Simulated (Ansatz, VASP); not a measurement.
# One calculation of TaPb, two programs

```
CELL_PARAMETERS angstrom
2.20723 1.27434 3.02609
-2.20723 1.27434 3.02609
0.00000 -2.54869 3.02609
ATOMIC_POSITIONS crystal
Ta 0.00000 0.00000 0.00000
Pb 0.50000 0.50000 0.50000
```

Alike in both runs: task relaxation of cell and atoms; functional PBE; k mesh 6 × 6 × 6; occupations gaussian, width 0.1 eV; no spin polarisation.

|  | VASP | Ansatz |
| --- | --- | --- |
| version | VASP 6.6.1 | Ansatz 0.2.0 |
| potentials or method | VASP PAW PBE potentials, release 64 (Ta_pv, Pb_d), cutoff 600 eV | scalar-relativistic, plane waves, PAW |
| valence electrons in the cell | 25 | 27 |

|  | VASP | Ansatz | Ansatz less VASP |
| --- | --- | --- | --- |
| gap on the k mesh at the Fermi level, each at its own relaxed structure (eV) | none | none | - |
| relaxed volume (Å³/atom) | 21.18 | 21.15 | -0.027 |
| relaxed cell length with the largest relative difference (Å) | 3.486 | 3.484 | -0.0015 |

A gap of «none» marks a metal or a gap that the smearing closes. VASP's potentials hold 25 valence electrons a cell and Ansatz's 27, so a difference there can come from the potentials and not from the codes.

Neither program's run includes spin-orbit coupling. Noted on VASP's run: the volume moved by over 15 % at a fixed basis, so the end points are rough.
